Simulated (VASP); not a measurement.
# Mg (P6_3/mmc) in VASP: notebook

The runs below take Mg through single point, with PBE.

Everything below comes from runs of VASP 6.6.1. Logs are shortened: lines on timing, memory, paths and dates and some standing lists are left out, and cuts for length are marked.

### 1 The cell of the first run

Symmetry: P6_3/mmc, No. 194, hexagonal system. The conventional cell has a = 3.091 Å, b = 3.091 Å, c = 5.487 Å, α = 90.00°, β = 90.00°, γ = 120.00°. Within 4.1 Å of Mg (site symmetry -6m2) lie 12 Mg at 3.09 to 3.27 Å.

### 2 Single point, PBE (strained)

INCAR reads:

```
SYSTEM = Mg
ALGO     = Normal         ! electronic algorithm
EDIFF    = 1E-7           ! SCF threshold, eV
ENCUT    = 520            ! plane-wave cutoff, eV
GGA      = PE             ! functional
ISIF     = 2              ! what is computed and relaxed
ISMEAR   = 0              ! smearing method
LASPH    = .TRUE.         ! aspherical terms in the spheres
LCHARG   = .FALSE.        ! write CHGCAR
LREAL    = .FALSE.        ! projectors in reciprocal space
LWAVE    = .FALSE.        ! write WAVECAR
NBANDS   = 9              ! bands
NELM     = 100            ! most SCF steps
PREC     = Accurate       ! precision mode
SIGMA    = 0.1            ! smearing width, eV
```

KPOINTS reads:

```
k-points
0
G
  15 15 8
  0 0 0
```

POSCAR reads:

```
Mg
1.0
    3.0908173202      0.0000000000      0.0000000000
   -1.5454086601      2.6767263178      0.0000000000
    0.0000000000      0.0000000000      5.4869464197
Mg
2
Direct
    0.3333333333      0.6666666667      0.2500000000
    0.6666666667      0.3333333333      0.7500000000
```

Potentials or basis: VASP PAW PBE potentials, release 64 (Mg).

The run is started by

```sh
$ cat potpaw_PBE.64/Mg/POTCAR > POTCAR
$ mpirun -np 1 vasp_std > vasp.out
```

OUTCAR:

```text
SYSTEM = Mg
   EDIFF = 1E-7
   ENCUT = 520
   GGA = PE
   ISIF = 2
   ISMEAR = 0
   LASPH = .TRUE.
   LREAL = .FALSE.
   NELM = 100
   PREC = Accurate

 ion  position               nearest neighbor table
   1  0.333  0.667  0.250-   2 3.27   2 3.27   2 3.27   2 3.27   2 3.27   2 3.27
   2  0.667  0.333  0.750-   1 3.27   1 3.27   1 3.27   1 3.27   1 3.27   1 3.27

  LATTYP: Found a hexagonal cell.
 ALAT       =     3.0908173202
 C/A-ratio  =     1.7752412554

  Lattice vectors:

 A1 = (   3.0908173202,   0.0000000000,   0.0000000000)
 A2 = (  -1.5454086601,   2.6767263178,   0.0000000000)
 A3 = (   0.0000000000,   0.0000000000,   5.4869464197)

Analysis of symmetry for initial positions (statically):
=====================================================================
 Subroutine PRICEL returns:
 Original cell was already a primitive cell.

 Routine SETGRP: Setting up the symmetry group for a
 hexagonal supercell.

 Subroutine GETGRP returns: Found 24 space group operations
 (whereof 12 operations were pure point group operations)
 out of a pool of 24 trial point group operations.

The static configuration has the point symmetry D_3d.
 The point group associated with its full space group is D_6h.

Analysis of symmetry for dynamics (positions and initial velocities):
=====================================================================
 Subroutine PRICEL returns:
 Original cell was already a primitive cell.

 Routine SETGRP: Setting up the symmetry group for a
 hexagonal supercell.

 Subroutine GETGRP returns: Found 24 space group operations
 (whereof 12 operations were pure point group operations)
 out of a pool of 24 trial point group operations.

The dynamic configuration has the point symmetry D_3d.
 The point group associated with its full space group is D_6h.

 Subroutine INISYM returns: Found 24 space group operations
 (whereof 12 operations are pure point group operations),
 and found     1 'primitive' translations

----------------------------------------------------------------------------------------

                                     Primitive cell

  volume of cell :      45.3950

  direct lattice vectors                    reciprocal lattice vectors
     3.090817320  0.000000000  0.000000000     0.323539018  0.186795339  0.000000000
    -1.545408660  2.676726318  0.000000000     0.000000000  0.373590678  0.000000000
     0.000000000  0.000000000  5.486946420     0.000000000  0.000000000  0.182250732

  length of vectors
     3.090817320  3.090817320  5.486946420     0.373590678  0.373590678  0.182250732

  position of ions in fractional coordinates (direct lattice)
     0.333333333  0.666666667  0.250000000
     0.666666667  0.333333333  0.750000000

  ion indices of the primitive-cell ions
   primitive index   ion index
                 1           1
                 2           2

----------------------------------------------------------------------------------------

 KPOINTS: k-points

Automatic generation of k-mesh.
 Grid dimensions read from file:
 generate k-points for:   15   15    8

 Generating k-lattice:

  Cartesian coordinates                     Fractional coordinates (reciprocal lattice)
     0.021569268  0.012453023  0.000000000     0.066666667  0.000000000  0.000000000
     0.000000000  0.024906045  0.000000000     0.000000000  0.066666667  0.000000000
     0.000000000  0.000000000  0.022781341     0.000000000  0.000000000  0.125000000

  Length of vectors
     0.024906045  0.024906045  0.022781341

  Shift w.r.t. Gamma in fractional coordinates (k-lattice)
     0.000000000  0.000000000  0.000000000

 Subroutine IBZKPT returns following result:
 ===========================================

 Found    135 irreducible k-points:

 Following reciprocal coordinates:
            Coordinates               Weight
  0.000000  0.000000  0.000000      1.000000
  0.066667 -0.000000  0.000000      6.000000
  0.133333 -0.000000  0.000000      6.000000
  0.200000 -0.000000  0.000000      6.000000
  0.266667 -0.000000  0.000000      6.000000
  0.333333 -0.000000  0.000000      6.000000
[... 16 lines left out ...]
  0.333333  0.200000  0.000000     12.000000
  0.400000  0.200000  0.000000      6.000000
 [... further k-points ...]
   k-points           NKPTS =    135   k-points in BZ     NKDIM =    135   number of bands    NBANDS=      9
   number of dos      NEDOS =    301   number of ions     NIONS =      2
   total plane-waves  NPLWV =  24192
   dimension x,y,z NGX =    24 NGY =   24 NGZ =   42
   dimension x,y,z NGXF=    48 NGYF=   48 NGZF=   84
   ions per type =               2
   NGX,Y,Z   is equivalent  to a cutoff of  12.91, 12.91, 12.73 a.u.
   NGXF,Y,Z  is equivalent  to a cutoff of  25.82, 25.82, 25.45 a.u.
 SYSTEM =  Mg
   PREC   = accura    normal or accurate (medium, high low for compatibility)
   ISTART =      0    job   : 0-new  1-cont  2-samecut
   ICHARG =      2    charge: 1-file 2-atom 10-const
   ISPIN  =      1    spin polarized calculation?
   LNONCOLLINEAR =      F non collinear calculations
   LSORBIT =      F    spin-orbit coupling
   LASPH  =      T    aspherical Exc in radial PAW
   ENCUT  =  520.0 eV  38.22 Ry    6.18 a.u.   5.75  5.75 10.20*2*pi/ulx,y,z
   NELM   =    100;   NELMIN=  2; NELMDL= -5     # of ELM steps
   EDIFF  = 0.1E-06   stopping-criterion for ELM
   LREAL  =      F    real-space projection
   EDIFFG = 0.1E-05   stopping-criterion for IOM
   NSW    =      0    number of steps for IOM
   IBRION =     -1    ionic relax: 0-MD 1-quasi-New 2-CG
   NFREE  =      0    steps in history (QN), initial steepest desc. (CG)
   ISIF   =      2    stress and relaxation
   ISYM   =      2    0-nonsym 1-usesym 2-fastsym
   POTIM  = 0.5000    time-step for ionic-motion
   TEBEG  =    0.0;   TEEND  =   0.0 temperature during run
   PSTRESS=    0.0 pullay stress
   NELECT =       4.0000    total number of electrons
   NUPDOWN=      -1.0000    fix difference up-down
   EMIN   =  10.00;   EMAX   =-10.00  energy-range for DOS
   EFERMI =   0.00;   METHOD = LEGACY
   ISMEAR =     0;   SIGMA  =   0.10  broadening in eV -4-tet -1-fermi 0-gaus
   EFERMI_NEDOS =   21; number of points for ismear=-14 and -15
   IALGO  =     38    algorithm
   IMIX   =      4    mixing-type and parameters
     AMIX     =   0.40;   BMIX     =  1.00
     AMIX_MAG =   1.60;   BMIX_MAG =  1.00
  volume/ion in A,a.u.               =      22.70       153.17
  Fermi-wavevector in a.u.,A,eV,Ry     =   0.728493  1.376652  7.220643  0.530702
  Thomas-Fermi vector in A             =   1.819980
   LORBIT       =      0    0 simple, 1 ext, 2 COOP (PROOUT), +10 PAW based schemes
   GGA     = PE    functional components
   LHFCALC =     F    Hartree Fock is set to
   AEXX    =    0.0000 exact exchange contribution
   IVDW    =     0    specifies the selected vdW correction
   LEPSILON=     F    determine dielectric tensor
   LRPA    =     F    only Hartree local field effects (RPA)
 non-spin polarized calculation
 Gauss-broadening in eV      SIGMA  =   0.10
  energy-cutoff  :      520.00
  volume of cell :       45.40
 maximum number of plane-waves:      1240
 NGX is ok and might be reduce to    24
   NGX = 11   NGY = 11   NGZ = 21

 number of electron       4.0000000 magnetization

 Free energy of the ion-electron system (eV)
  ---------------------------------------------------
  ext. energy  EPLUGINS =         0.00000000
  ---------------------------------------------------
  free energy    TOTEN  =        -2.97304069 eV

  energy without entropy =       -2.96734170  energy(sigma->0) =       -2.97019120

 E-fermi :   2.7004     XC(G=0):  -8.5233

 val. band max:        2.6777144832   @ k =   0.2667   0.2000   0.1250
 cond. band min:       2.7164808195   @ k =   0.3333   0.1333   0.1250
 fundamental gap:      0.0387663362
 Fermi energy:         2.7004153786

 k-point     1 :       0.0000    0.0000    0.0000
  band No.  band energies     occupation
      1      -4.2889      2.00000
      2       0.5757      2.00000
      3       0.6402      2.00000
      4      13.4962      0.00000
      5      14.6559      0.00000
      6      14.6559      0.00000
      7      14.8219      0.00000
      8      15.0052      0.00000
      9      15.0052      0.00000

 k-point     2 :       0.0667   -0.0000    0.0000
  band No.  band energies     occupation
      1      -4.1953      2.00000
      2       0.6618      2.00000
      3       0.7320      2.00000
      4      12.7202      0.00000
      5      13.7390      0.00000
      6      13.7662      0.00000
      7      14.7631      0.00000
      8      14.8961      0.00000
      9      15.9510      0.00000

 k-point     3 :       0.1333   -0.0000    0.0000
  band No.  band energies     occupation
      1      -3.9151      2.00000
      2       0.9202      2.00000
      3       1.0057      2.00000
      4      10.6529      0.00000
      5      12.8569      0.00000
      6      13.2013      0.00000
      7      14.0719      0.00000
      8      15.0841      0.00000
      9      15.2213      0.00000

 k-point     4 :       0.2000   -0.0000    0.0000
  band No.  band energies     occupation
      1      -3.4500      2.00000
      2       1.3512      2.00000
      3       1.4552      2.00000
      4       8.5867      0.00000
      5      12.0231      0.00000
      6      12.0925      0.00000
      7      13.0608      0.00000
      8      13.6044      0.00000
      9      15.4850      0.00000
[... 205 lines left out ...]
 k-point    22 :       0.2667    0.2000    0.0000
  band No.  band energies     occupation
      1      -0.8900      2.00000
      2       3.5424      0.00000
      3       3.7705      0.00000
      4       4.7142      0.00000
      5       6.0027      0.00000
      6       8.9633      0.00000
      7       9.5304      0.00000
      8      10.3705      0.00000
      9      11.0278      0.00000

 k-point    23 :       0.3333    0.2000    0.0000
  band No.  band energies     occupation
      1       0.1817      2.00000
      2       2.7439      0.53871
      3       4.7230      0.00000
      4       4.8069      0.00000
      5       5.8334      0.00000
      6       7.4249      0.00000
      7       8.3082      0.00000
      8      10.0826      0.00000
      9      10.7299      0.00000

 k-point    24 :       0.4000    0.2000    0.0000
  band No.  band energies     occupation
      1       1.3419      2.00000
      2       1.4778      2.00000
      3       4.9735      0.00000
      4       5.8807      0.00000
      5       5.9386      0.00000
      6       6.1799      0.00000
      7       7.6805      0.00000
      8       9.9903      0.00000
      9      10.6364      0.00000

 [... further k-points ...]
[... 5 lines left out ...]
  --------------------------------------------------------------------------------------
  -------------------------------------------------------------------------------------
  Total        0.5703995      0.5703995     -0.5347987      0.0000000      0.0000000      0.0000000
  in kB       20.1317565     20.1317565    -18.8752573      0.0000000      0.0000000      0.0000000
  external PRESSURE =       7.1294185 kB  Pullay stress =       0.0000000 kB

 VOLUME and BASIS-vectors are now :
 -----------------------------------------------------------------------------
  energy-cutoff  :      520.00
  volume of cell :       45.40
      direct lattice vectors                 reciprocal lattice vectors
     3.090817320  0.000000000  0.000000000     0.323539018  0.186795339  0.000000000
    -1.545408660  2.676726318  0.000000000     0.000000000  0.373590678  0.000000000
     0.000000000  0.000000000  5.486946420     0.000000000  0.000000000  0.182250732

 POSITION                                       TOTAL-FORCE (eV/Angst)
 -----------------------------------------------------------------------------------
     -0.00000      1.78448      1.37174         0.000000     -0.000000      0.000000
      1.54541      0.89224      4.11521        -0.000000      0.000000      0.000000
 -----------------------------------------------------------------------------------
    total drift:                                0.000000     -0.000000      0.000000

  FREE ENERGIE OF THE ION-ELECTRON SYSTEM (eV)
  ---------------------------------------------------
  free  energy   TOTEN  =        -2.9730406905 eV

  energy  without entropy=       -2.9673417004  energy(sigma->0) =       -2.97019120
```

Wall time 13 s (1 thread of Intel Xeon 6975P-C (Granite Rapids), shared host); peak memory 0.19 GiB.

What came out:

| Item | Value |
| --- | --- |
| Free energy | -2.9730 eV |
| Pressure | 0.7 GPa |
| Band gap on the k mesh | zero (band 2 reaches 3.69 eV, above the bottom of band 3 at 0.64 eV) |

Caveat: the cell differs from its parent crystal (strained).

### 3 Single point, PBE (strained)

INCAR reads:

```
SYSTEM = Mg
PREC = Accurate
ENCUT = 520
EDIFF = 1E-7
ISMEAR = 0
SIGMA = 0.1
LREAL = .False.
LASPH = .True.
NELM = 60
ALGO = Normal
ISIF = 2
LWAVE = .False.
LCHARG = .True.
GGA = PE
LELF = .True.
LVHAR = .True.
NBANDS = 9
```

KPOINTS reads:

```
Automatic mesh
0
Gamma
  15 15 8
  0 0 0
```

POSCAR reads:

```
Mg
1.0
    3.1981353603      0.0000000000      0.0000000000
   -1.5990676801      2.7696664668      0.0000000000
    0.0000000000      0.0000000000      5.1140952049
Mg
2
Direct
    0.3333333333      0.6666666667      0.2500000000
    0.6666666667      0.3333333333      0.7500000000
```

Potentials or basis: VASP PAW PBE potentials, release 64 (Mg).

The run is started by

```sh
$ cat potpaw_PBE.64/Mg/POTCAR > POTCAR
$ mpirun -np 1 vasp_std > vasp.out
```

OUTCAR:

```text
SYSTEM = Mg
   PREC = Accurate
   ENCUT = 520
   EDIFF = 1E-7
   ISMEAR = 0
   LREAL = .False.
   LASPH = .True.
   NELM = 60
   ISIF = 2
   GGA = PE

 ion  position               nearest neighbor table
   1  0.333  0.667  0.250-   2 3.15   2 3.15   2 3.15   2 3.15   2 3.15   2 3.15
   2  0.667  0.333  0.750-   1 3.15   1 3.15   1 3.15   1 3.15   1 3.15   1 3.15

  LATTYP: Found a hexagonal cell.
 ALAT       =     3.1981353603
 C/A-ratio  =     1.5990865391

  Lattice vectors:

 A1 = (   3.1981353603,   0.0000000000,   0.0000000000)
 A2 = (  -1.5990676801,   2.7696664668,   0.0000000000)
[... 469 lines left out ...]
      6       6.6150      0.00000
      7       7.9709      0.00000
      8       9.8103      0.00000
      9      10.9919      0.00000

 [... further k-points ...]
[... 5 lines left out ...]
  --------------------------------------------------------------------------------------
  -------------------------------------------------------------------------------------
  Total        0.0887724      0.0887724      0.1109877      0.0000000     -0.0000000      0.0000000
  in kB        3.1397528      3.1397528      3.9254755      0.0000000     -0.0000000      0.0000000
  external PRESSURE =       3.4016604 kB  Pullay stress =       0.0000000 kB

 VOLUME and BASIS-vectors are now :
 -----------------------------------------------------------------------------
  energy-cutoff  :      520.00
  volume of cell :       45.30
      direct lattice vectors                 reciprocal lattice vectors
     3.198135360  0.000000000  0.000000000     0.312682200  0.180527152  0.000000000
    -1.599067680  2.769666467  0.000000000     0.000000000  0.361054305  0.000000000
     0.000000000  0.000000000  5.114095205     0.000000000  0.000000000  0.195538010

 POSITION                                       TOTAL-FORCE (eV/Angst)
 -----------------------------------------------------------------------------------
     -0.00000      1.84644      1.27852         0.000000     -0.000000      0.000000
      1.59907      0.92322      3.83557        -0.000000      0.000000      0.000000
 -----------------------------------------------------------------------------------
    total drift:                                0.000000     -0.000000      0.000000

  FREE ENERGIE OF THE ION-ELECTRON SYSTEM (eV)
  ---------------------------------------------------
  free  energy   TOTEN  =        -3.0145913378 eV

  energy  without entropy=       -3.0097751342  energy(sigma->0) =       -3.01218324
```

OSZICAR:

```text
N       E                     dE             d eps       ncg     rms          rms(c)
DAV:   1    -0.155204808165E+00   -0.15520E+00   -0.13471E+03  2430   0.320E+02
DAV:   2    -0.298233945956E+01   -0.28271E+01   -0.27150E+01  3420   0.273E+01
DAV:   3    -0.302806025759E+01   -0.45721E-01   -0.45304E-01  3117   0.281E+00
DAV:   4    -0.302822624905E+01   -0.16599E-03   -0.16598E-03  3129   0.164E-01
DAV:   5    -0.302822697469E+01   -0.72564E-06   -0.72538E-06  3007   0.106E-02    0.962E-01
DAV:   6    -0.302205899409E+01    0.61680E-02   -0.56580E-04  2755   0.188E-01    0.616E-01
DAV:   7    -0.301458089499E+01    0.74781E-02   -0.22025E-03  2560   0.326E-01    0.339E-02
DAV:   8    -0.301459283396E+01   -0.11939E-04   -0.15345E-05  3504   0.237E-02    0.764E-03
DAV:   9    -0.301459157926E+01    0.12547E-05   -0.12368E-06  2714   0.533E-03    0.616E-04
DAV:  10    -0.301459136688E+01    0.21239E-06   -0.52501E-09  1963   0.435E-04    0.154E-04
DAV:  11    -0.301459133779E+01    0.29092E-07   -0.68127E-10  1428   0.173E-04
   1 F= -.30145913E+01 E0= -.30121832E+01  d E =-.481620E-02
```

stdout:

```text
POSCAR found type information on POSCAR Mg
 POSCAR found :  1 types and       2 ions
 scaLAPACK will be used
 LDA part: xc-table for (Slater+PW92), standard interpolation
 POSCAR, INCAR and KPOINTS ok, starting setup
 FFT: planning ... GRIDC
 FFT: planning ... GRID_SOFT
 FFT: planning ... GRID
 WAVECAR not read
 entering main loop
```

It took 13 s on 1 thread of Intel Xeon 6975P-C (Granite Rapids), shared host; peak memory 0.18 GiB.

Results:

```
Free energy            : -3.0146 eV
Pressure               : 0.3 GPa
Band gap on the k mesh : zero (band 2 reaches 3.60 eV, above the bottom of band 3 at 1.61 eV)
```

Levels at points of the mesh, in eV from the Fermi level:
```csv
k point,band 1,band 2,band 3,band 4,band 5,band 6
"(0.00, 0.00, 0.00)",-6.99,-1.62,-1.10,10.86,10.86,10.96
"(0.00, 0.00, 0.50)",-5.55,-5.55,5.31,5.31,11.62,11.62
```

Caveat: the cell differs from its parent crystal (strained).
